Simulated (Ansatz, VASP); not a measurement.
# Be2Si in VASP and in Ansatz

Contents of POSCAR:

```
Be2Si
1.0
    0.0000000000      2.6400000000      2.6400000000
    2.6400000000      0.0000000000      2.6400000000
    2.6400000000      2.6400000000      0.0000000000
Si Be
1 2
Direct
    0.0000000000      0.0000000000      0.0000000000
    0.2500000000      0.2500000000      0.2500000000
    0.7500000000      0.7500000000      0.7500000000
```

File INCAR.step1:

```
SYSTEM = Be2Si
PREC     = Accurate       ! precision mode
ENCUT    = 520            ! plane-wave cutoff, eV
EDIFF    = 1E-5           ! SCF threshold, eV
ISMEAR   = -1             ! smearing method
SIGMA    = 0.05           ! smearing width, eV
LREAL    = .False.        ! projectors in reciprocal space
LASPH    = .True.         ! aspherical terms in the spheres
NELM     = 80             ! most SCF steps
ALGO     = Normal         ! electronic algorithm
ISIF     = 2              ! what is computed and relaxed
LWAVE    = .True.         ! write WAVECAR
NBANDS   = 11             ! bands
GGA      = PE             ! functional
```

The input INCAR.step2:

```
SYSTEM = Be2Si
PREC     = Accurate       ! precision mode
ENCUT    = 520            ! plane-wave cutoff, eV
EDIFF    = 1E-7           ! SCF threshold, eV
ISMEAR   = -1             ! smearing method
SIGMA    = 0.05           ! smearing width, eV
LREAL    = .False.        ! projectors in reciprocal space
LASPH    = .True.         ! aspherical terms in the spheres
NELM     = 80             ! most SCF steps
ALGO     = Normal         ! electronic algorithm
ISIF     = 2              ! what is computed and relaxed
LWAVE    = .False.        ! write WAVECAR
LCHARG   = .True.         ! write CHGCAR
METAGGA  = R2SCAN         ! meta-GGA
LHFCALC  = .True.         ! exact exchange
AEXX     = 0.25           ! exact-exchange fraction
LMIXTAU  = .True.       
PRECFOCK = Normal       
LELF     = .True.         ! ELF
LVHAR    = .True.       
NBANDS   = 11             ! bands
ISTART   = 1
```

KPOINTS

```
Automatic mesh
0
Gamma
  5 5 5
  0 0 0
```

The input input.yaml:

```yaml
crystal:
  lattice:
    - [0.0, 2.64, 2.64]
    - [2.64, 0.0, 2.64]
    - [2.64, 2.64, 0.0]
  atoms:
    - { symbol: Si, position: [0.0, 0.0, 0.0] }
    - { symbol: Be, position: [0.25, 0.25, 0.25] }
    - { symbol: Be, position: [0.75, 0.75, 0.75] }
hamiltonian:
  xc: r2scan0
  pseudopotentials: { kind: paw }
kpoints:
  mp_grid: { grid: [5, 5, 5] }
scf:
  occupations: { method: fermi_dirac, width: 0.05 }
  n_extra_bands: 7
output:
  forces: true
  stress: true
  eigenvalues: true
  dos: { projected: true, de: 0.05 }
  write_density: true
  write_potential: true
  elf: true
  volumetric_format: npy
```

Alike in both runs: functional r2SCAN0; k mesh 5 × 5 × 5; occupations fermi-dirac, width 0.05 eV; no spin polarisation.

```csv
,VASP,Ansatz
version,VASP 6.6.1,Ansatz 0.2.0
potentials or method,"VASP PAW PBE potentials, release 64 (Si, Be)",Ansatz PAW
plane-wave cutoff (eV),520,500
valence electrons in the cell,8,8
task,single point,projected density of states
```

```csv
,VASP,Ansatz,Ansatz less VASP
gap on the k mesh at the Fermi level (eV),none,none,-
pressure (GPa),-0.4,-0.3,+0.11
```

VASP's potentials were made for PBE, not for r2SCAN0. A gap of «none» marks a metal or a gap that the smearing closes.

The k mesh is coarse, so the values compare programs but aren't converged.
